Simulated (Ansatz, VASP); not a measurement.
Ge: VASP beside Ansatz

The input INCAR:

```
SYSTEM = Ge
ALGO = Normal ; EDIFF = 1E-7
ENCUT = 520 ; GGA = PS
ISIF = 2 ; ISMEAR = 0
LASPH = .True. ; LCHARG = .False.
LREAL = .False. ; LWAVE = .False.
NBANDS = 21 ; NELM = 100
PREC = Accurate ; SIGMA = 0.15
```

Contents of KPOINTS:

```
k-points
0
Gamma
  20 20 20
  0 0 0
```

File POSCAR:

```
Ge
1.0
   -2.5707749400      2.7303888900      1.3938385900
    2.5707749400     -2.7303888900      1.3938385900
    2.5707749400      2.7303888900     -1.3938385900
Ge
2
Direct
    0.1859430000      0.9359430000      0.2500000000
    0.8140570000      0.0640570000      0.7500000000
```

Input for Ansatz:

```yaml
crystal:
  lattice:
    - [-2.57077494, 2.73038889, 1.39383859]
    - [2.57077494, -2.73038889, 1.39383859]
    - [2.57077494, 2.73038889, -1.39383859]
  atoms:
    - { symbol: Ge, position: [0.185943, 0.935943, 0.25] }
    - { symbol: Ge, position: [0.814057, 0.064057, 0.75] }
basis:
  ecutwfc: 420
kpoints:
  mp_grid: { grid: [20, 20, 20] }
hamiltonian:
  xc: pbesol
scf:
  occupations: { method: gaussian, width: 0.15 }
output:
  forces: true
  stress: true
  eigenvalues: true
```

Change from the starting cell: strain +0.030 along x and y, -0.030 along z, atoms carried along.

Alike in both runs: task single point; functional PBEsol; k mesh 20 × 20 × 20; occupations gaussian, width 0.15 eV; no spin polarisation.

```csv
,VASP,Ansatz
version,VASP 6.6.1,Ansatz 0.2.0
potentials or method,"VASP PAW PBE potentials, release 64 (Ge_d), cutoff 520 eV","scalar-relativistic, plane waves, PAW"
valence electrons in the cell,28,28
```

|  | VASP | Ansatz | Ansatz less VASP |
| --- | --- | --- | --- |
| gap on the k mesh at the Fermi level (eV) | none | none | - |
| pressure (GPa) | -4.1 | -4.1 | -0.01 |
| traceless stress, the component that is largest in VASP (GPa) | -2.75 | -2.74 | +0.012 |
| rms of the force components (eV/Å) | 0.024 | 0.023 | -0.0005 |

VASP's potentials were made for PBE, not for PBEsol. Atom by atom the forces differ by 0.000 eV/Å (rms over components). A gap of «none» marks a metal or a gap that the smearing closes. The functional is the same, so the differences come from potentials, cutoffs and numerics.
